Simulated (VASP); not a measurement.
# CdSe (P6_3mc) in VASP: further runs

Runs on CdSe. Level: LDA. Tasks: single point, relaxation of the atoms.

Everything below comes from runs of VASP 6.6.1. Logs are shortened: lines on timing, memory, paths and dates and some standing lists are left out, and cuts for length are marked.

## 1. The cell of the first run

The structure is hexagonal, space group P6_3mc (No. 186). Conventional cell: a = 4.340 Å, b = 4.340 Å, c = 7.078 Å, α = 90.00°, β = 90.00°, γ = 120.00°. Within 3.5 Å of Cd (site symmetry 3m) lie 4 Se at 2.66 Å. Within 3.5 Å of Se (site symmetry 3m) lie 4 Cd at 2.66 Å.

## 2. Single point, LDA (strained cell)

The input, INCAR:

```
ALGO = Normal ; EDIFF = 1E-6
ENCUT = 520 ; GGA = CA
ISIF = 2 ; ISMEAR = 0
LASPH = T ; LCHARG = F
LREAL = F ; LWAVE = F
NBANDS = 26 ; NELM = 60
PREC = Accurate ; SIGMA = 0.02
```

The input, KPOINTS:

```
k-points
0
Gamma
  9 9 4
```

The input, POSCAR:

```
CdSe
1.0
    4.3400069582      0.0000000000      0.0000000000
   -2.1700034791      3.7585562784      0.0000000000
    0.0000000000      0.0000000000      7.0784258447
Cd Se
2 2
Direct
    0.6666666667      0.3333333333      0.4999777433
    0.3333333333      0.6666666667      0.9999777433
    0.6666666667      0.3333333333      0.8758822567
    0.3333333333      0.6666666667      0.3758822567
```

Potentials or basis: VASP PAW LDA potentials, release 64 (Cd, Se).

Launch:

```sh
$ cat potpaw_LDA.64/Cd/POTCAR potpaw_LDA.64/Se/POTCAR > POTCAR
$ mpirun -np 1 vasp_std > vasp.out
```

OUTCAR:

```text
EDIFF = 1E-6
   ENCUT = 520
   GGA = CA
   ISIF = 2
   ISMEAR = 0
   LASPH = T
   LREAL = F
   NELM = 60
   PREC = Accurate

 ion  position               nearest neighbor table
   1  0.667  0.333  0.500-   4 2.66   4 2.66   4 2.66   3 2.66
   2  0.333  0.667  1.000-   3 2.66   3 2.66   3 2.66   4 2.66
   3  0.667  0.333  0.876-   2 2.66   2 2.66   2 2.66   1 2.66
   4  0.333  0.667  0.376-   1 2.66   1 2.66   1 2.66   2 2.66

  LATTYP: Found a hexagonal cell.
 ALAT       =     4.3400069582
 C/A-ratio  =     1.6309710820

  Lattice vectors:

 A1 = (   4.3400069582,   0.0000000000,   0.0000000000)
 A2 = (  -2.1700034791,   3.7585562784,   0.0000000000)
 A3 = (   0.0000000000,   0.0000000000,   7.0784258447)

Analysis of symmetry for initial positions (statically):
=====================================================================
 Subroutine PRICEL returns:
 Original cell was already a primitive cell.

 Routine SETGRP: Setting up the symmetry group for a
 hexagonal supercell.

 Subroutine GETGRP returns: Found 12 space group operations
 (whereof  6 operations were pure point group operations)
 out of a pool of 24 trial point group operations.

The static configuration has the point symmetry C_3v.
 The point group associated with its full space group is C_6v.

Analysis of symmetry for dynamics (positions and initial velocities):
=====================================================================
 Subroutine PRICEL returns:
 Original cell was already a primitive cell.

 Routine SETGRP: Setting up the symmetry group for a
 hexagonal supercell.

 Subroutine GETGRP returns: Found 12 space group operations
 (whereof  6 operations were pure point group operations)
 out of a pool of 24 trial point group operations.

The dynamic configuration has the point symmetry C_3v.
 The point group associated with its full space group is C_6v.

 Subroutine INISYM returns: Found 12 space group operations
 (whereof  6 operations are pure point group operations),
 and found     1 'primitive' translations

----------------------------------------------------------------------------------------

                                     Primitive cell

  volume of cell :     115.4644

  direct lattice vectors                    reciprocal lattice vectors
     4.340006958  0.000000000  0.000000000     0.230414377  0.133029803  0.000000000
    -2.170003479  3.758556278  0.000000000     0.000000000  0.266059605  0.000000000
     0.000000000  0.000000000  7.078425845     0.000000000  0.000000000  0.141274349

  length of vectors
     4.340006958  4.340006958  7.078425845     0.266059605  0.266059605  0.141274349

  position of ions in fractional coordinates (direct lattice)
     0.666666667  0.333333333  0.499977743
     0.333333333  0.666666667  0.999977743
     0.666666667  0.333333333  0.875882257
     0.333333333  0.666666667  0.375882257

  ion indices of the primitive-cell ions
   primitive index   ion index
                 1           1
                 2           2
                 3           3
                 4           4

----------------------------------------------------------------------------------------

 KPOINTS: k-points

Automatic generation of k-mesh.
 Grid dimensions read from file:
 generate k-points for:    9    9    4

 Generating k-lattice:

  Cartesian coordinates                     Fractional coordinates (reciprocal lattice)
     0.025601597  0.014781089  0.000000000     0.111111111 -0.000000000  0.000000000
     0.000000000  0.029562178  0.000000000     0.000000000  0.111111111  0.000000000
     0.000000000  0.000000000  0.035318587     0.000000000  0.000000000  0.250000000

  Length of vectors
     0.029562178  0.029562178  0.035318587

  Shift w.r.t. Gamma in fractional coordinates (k-lattice)
     0.000000000  0.000000000  0.000000000

 Subroutine IBZKPT returns following result:
 ===========================================

 Found     36 irreducible k-points:

 Following reciprocal coordinates:
            Coordinates               Weight
  0.000000  0.000000  0.000000      1.000000
  0.111111  0.000000  0.000000      6.000000
  0.222222  0.000000  0.000000      6.000000
  0.333333  0.000000  0.000000      6.000000
  0.444444  0.000000  0.000000      6.000000
  0.111111  0.111111  0.000000      6.000000
[... 16 lines left out ...]
  0.333333  0.222222  0.250000     24.000000
  0.333333  0.333333  0.250000      4.000000
 [... further k-points ...]
   k-points           NKPTS =     36   k-points in BZ     NKDIM =     36   number of bands    NBANDS=     26
   number of dos      NEDOS =    301   number of ions     NIONS =      4
   total plane-waves  NPLWV =  55296
   dimension x,y,z NGX =    32 NGY =   32 NGZ =   54
   dimension x,y,z NGXF=    64 NGYF=   64 NGZF=  108
   ions per type =               2   2
   NGX,Y,Z   is equivalent  to a cutoff of  12.26, 12.26, 12.68 a.u.
   NGXF,Y,Z  is equivalent  to a cutoff of  24.52, 24.52, 25.37 a.u.
 SYSTEM =  unknown system
   PREC   = accura    normal or accurate (medium, high low for compatibility)
   ISTART =      0    job   : 0-new  1-cont  2-samecut
   ICHARG =      2    charge: 1-file 2-atom 10-const
   ISPIN  =      1    spin polarized calculation?
   LNONCOLLINEAR =      F non collinear calculations
   LSORBIT =      F    spin-orbit coupling
   LASPH  =      T    aspherical Exc in radial PAW
   ENCUT  =  520.0 eV  38.22 Ry    6.18 a.u.   8.07  8.07 13.16*2*pi/ulx,y,z
   NELM   =     60;   NELMIN=  2; NELMDL= -5     # of ELM steps
   EDIFF  = 0.1E-05   stopping-criterion for ELM
   LREAL  =      F    real-space projection
   EDIFFG = 0.1E-04   stopping-criterion for IOM
   NSW    =      0    number of steps for IOM
   IBRION =     -1    ionic relax: 0-MD 1-quasi-New 2-CG
   NFREE  =      0    steps in history (QN), initial steepest desc. (CG)
   ISIF   =      2    stress and relaxation
   ISYM   =      2    0-nonsym 1-usesym 2-fastsym
   POTIM  = 0.5000    time-step for ionic-motion
   TEBEG  =    0.0;   TEEND  =   0.0 temperature during run
   PSTRESS=    0.0 pullay stress
   NELECT =      36.0000    total number of electrons
   NUPDOWN=      -1.0000    fix difference up-down
   EMIN   =  10.00;   EMAX   =-10.00  energy-range for DOS
   EFERMI =   0.00;   METHOD = LEGACY
   ISMEAR =     0;   SIGMA  =   0.02  broadening in eV -4-tet -1-fermi 0-gaus
   EFERMI_NEDOS =   21; number of points for ismear=-14 and -15
   IALGO  =     38    algorithm
   IMIX   =      4    mixing-type and parameters
     AMIX     =   0.40;   BMIX     =  1.00
     AMIX_MAG =   1.60;   BMIX_MAG =  1.00
  volume/ion in A,a.u.               =      28.87       194.80
  Fermi-wavevector in a.u.,A,eV,Ry     =   1.110094  2.097773 16.766566  1.232308
  Thomas-Fermi vector in A             =   2.246641
   LORBIT       =      0    0 simple, 1 ext, 2 COOP (PROOUT), +10 PAW based schemes
   GGA     = CA    functional components
   LHFCALC =     F    Hartree Fock is set to
   AEXX    =    0.0000 exact exchange contribution
   IVDW    =     0    specifies the selected vdW correction
   LEPSILON=     F    determine dielectric tensor
   LRPA    =     F    only Hartree local field effects (RPA)
 non-spin polarized calculation
 Gauss-broadening in eV      SIGMA  =   0.02
  energy-cutoff  :      520.00
  volume of cell :      115.46
 maximum number of plane-waves:      3126
   NGX = 17   NGY = 17   NGZ = 27

 number of electron      36.0000001 magnetization

 Free energy of the ion-electron system (eV)
  ---------------------------------------------------
  ext. energy  EPLUGINS =         0.00000000
  ---------------------------------------------------
  free energy    TOTEN  =       -13.46489000 eV

  energy without entropy =      -13.46489000  energy(sigma->0) =      -13.46489000

 E-fermi :   0.7258     XC(G=0):  -9.1708

 val. band max:        0.6076884068   @ k =   0.0000   0.0000   0.0000
 cond. band min:       0.9712755106   @ k =   0.0000   0.0000   0.0000
 fundamental gap:      0.3635871038
 Fermi energy:         0.7257650223

 k-point     1 :       0.0000    0.0000    0.0000
  band No.  band energies     occupation
      1     -11.9024      2.00000
      2     -11.5403      2.00000
      3      -7.2514      2.00000
      4      -7.2454      2.00000
      5      -7.2454      2.00000
      6      -7.1821      2.00000
[... 18 lines left out ...]
     25       7.4760      0.00000
     26       7.9936      0.00000

 k-point     2 :       0.1111    0.0000    0.0000
  band No.  band energies     occupation
      1     -11.8658      2.00000
      2     -11.5235      2.00000
      3      -7.2408      2.00000
      4      -7.2323      2.00000
      5      -7.2175      2.00000
      6      -7.1664      2.00000
[... 18 lines left out ...]
     25       7.7574      0.00000
     26       7.7909      0.00000

 k-point     3 :       0.2222    0.0000    0.0000
  band No.  band energies     occupation
      1     -11.7695      2.00000
      2     -11.4833      2.00000
      3      -7.2121      2.00000
      4      -7.2024      2.00000
      5      -7.1426      2.00000
      6      -7.1188      2.00000
[... 18 lines left out ...]
     25       7.6265      0.00000
     26       8.4769      0.00000

 k-point     4 :       0.3333    0.0000    0.0000
  band No.  band energies     occupation
      1     -11.6506      2.00000
      2     -11.4453      2.00000
      3      -7.1858      2.00000
      4      -7.1757      2.00000
      5      -7.0779      2.00000
      6      -7.0682      2.00000
[... 18 lines left out ...]
     25       8.2680      0.00000
     26       8.5657      0.00000
[... 496 lines left out ...]
      1     -11.5672      2.00000
      2     -11.4545      2.00000
      3      -7.1651      2.00000
      4      -7.1479      2.00000
      5      -7.0857      2.00000
      6      -7.0701      2.00000
[... 18 lines left out ...]
     25       7.9251      0.00000
     26       8.8748      0.00000

 k-point    23 :       0.3333    0.2222    0.2500
  band No.  band energies     occupation
      1     -11.4995      2.00000
      2     -11.4431      2.00000
      3      -7.1622      2.00000
      4      -7.1246      2.00000
      5      -7.0763      2.00000
      6      -7.0492      2.00000
[... 18 lines left out ...]
     25       8.4651      0.00000
     26       8.9710      0.00000

 k-point    24 :       0.3333    0.3333    0.2500
  band No.  band energies     occupation
      1     -11.4579      2.00000
      2     -11.4579      2.00000
      3      -7.1651      2.00000
      4      -7.0914      2.00000
      5      -7.0914      2.00000
      6      -7.0438      2.00000
[... 18 lines left out ...]
     25       8.9371      0.00000
     26       8.9371      0.00000

 [... further k-points ...]

------------------------ aborting loop because EDIFF is reached ----------------------------------------

  FORCE on cell =-STRESS in cart. coord.  units (eV):
  Direction    XX          YY          ZZ          XY          YZ          ZX
  --------------------------------------------------------------------------------------
  -------------------------------------------------------------------------------------
  Total       -1.9898467     -1.9898467     -1.9512351      0.0000000      0.0000000      0.0000000
  in kB      -27.6109933    -27.6109933    -27.0752212      0.0000000      0.0000000      0.0000000
  external PRESSURE =     -27.4324026 kB  Pullay stress =       0.0000000 kB

 VOLUME and BASIS-vectors are now :
 -----------------------------------------------------------------------------
  energy-cutoff  :      520.00
  volume of cell :      115.46
      direct lattice vectors                 reciprocal lattice vectors
     4.340006958  0.000000000  0.000000000     0.230414377  0.133029803  0.000000000
    -2.170003479  3.758556278  0.000000000     0.000000000  0.266059605  0.000000000
     0.000000000  0.000000000  7.078425845     0.000000000  0.000000000  0.141274349

 POSITION                                       TOTAL-FORCE (eV/Angst)
 -----------------------------------------------------------------------------------
      2.17000      1.25285      3.53906        -0.000000      0.000000     -0.000660
     -0.00000      2.50570      7.07827        -0.000000      0.000000     -0.000660
      2.17000      1.25285      6.19987        -0.000000      0.000000      0.000660
     -0.00000      2.50570      2.66065         0.000000     -0.000000      0.000660
 -----------------------------------------------------------------------------------
    total drift:                               -0.000000      0.000000     -0.000091

  FREE ENERGIE OF THE ION-ELECTRON SYSTEM (eV)
  ---------------------------------------------------
  free  energy   TOTEN  =       -13.4648900018 eV

  energy  without entropy=      -13.4648900018  energy(sigma->0) =      -13.46489000
```

Wall time 93 s (1 thread of Intel Xeon Platinum 8375C at 2.90GHz (Ice Lake), shared host); peak memory 0.24 GiB.

What came out:

```
Free energy            : -13.4649 eV
Pressure               : -2.7 GPa
Band gap on the k mesh : 0.36 eV
```

Levels at points of the mesh, in eV from the valence-band top:
```tsv
k point	band 15	band 16	band 17	band 18	band 19	band 20	band 21	band 22
(0.00, 0.00, 0.00)	-0.74	-0.05	0.00	0.00	0.36	1.97	5.71	5.71
(0.00, 0.00, 0.50)	-0.39	-0.39	-0.39	-0.39	2.13	2.13	5.63	5.63
```

Caveat: the cell differs from its parent crystal (strained cell).

## 3. Relaxation of the atoms, LDA (strained cell)

The input, INCAR:

```
PREC     = Accurate       # precision mode
ENCUT    = 520            # plane-wave cutoff, eV
EDIFF    = 1E-6           # SCF threshold, eV
ISMEAR   = 0              # smearing method
SIGMA    = 0.02           # smearing width, eV
LREAL    = F              # projectors in reciprocal space
LASPH    = T              # aspherical terms in the spheres
NELM     = 60             # most SCF steps
ALGO     = Normal         # electronic algorithm
ISIF     = 2              # what is computed and relaxed
LWAVE    = F              # write WAVECAR
LCHARG   = F              # write CHGCAR
GGA      = CA             # functional
IBRION   = 2              # ionic algorithm
NSW      = 60             # ionic steps
EDIFFG   = -0.002         # ionic threshold
```

The input, KPOINTS:

```
regular mesh
0
Gamma
  9 9 4
```

POSCAR is that of step 2.

Potentials or basis: VASP PAW LDA potentials, release 64 (Cd, Se).

Launch:

```sh
$ cat potpaw_LDA.64/Cd/POTCAR potpaw_LDA.64/Se/POTCAR > POTCAR
$ mpirun -np 1 vasp_std > vasp.out
```

Wall time 81 s (1 thread of Oxide Virtual Turin-like, shared host); peak memory 0.2 GiB.

It converged, with:

```
Free energy             : -13.4649 eV
Pressure after relaxing : -2.7 GPa
Band gap on the k mesh  : 0.36 eV
```

Final structure:
```cif
data_structure
_symmetry_space_group_name_H-M 'P 1'
_symmetry_Int_Tables_number 1
_cell_length_a 4.3400
_cell_length_b 4.3400
_cell_length_c 7.0784
_cell_angle_alpha 90.000
_cell_angle_beta 90.000
_cell_angle_gamma 120.000
_cell_volume 115.46
loop_
_atom_site_label
_atom_site_type_symbol
_atom_site_fract_x
_atom_site_fract_y
_atom_site_fract_z
_atom_site_occupancy
Cd1 Cd 0.66667 0.33333 0.49998 1
Cd2 Cd 0.33333 0.66667 0.99998 1
Se1 Se 0.66667 0.33333 0.87588 1
Se2 Se 0.33333 0.66667 0.37588 1
```

Levels at points of the mesh, in eV from the valence-band top:
```csv
k point,band 16,band 17,band 18,band 19,band 20,band 21
"(0.00, 0.00, 0.00)",-0.05,0.00,0.00,0.36,1.98,5.71
"(0.00, 0.00, 0.50)",-0.39,-0.39,-0.39,2.13,2.13,5.63
```

Caveat: the cell differs from its parent crystal (strained cell); the relaxation stopped at its first step, so nothing moved.
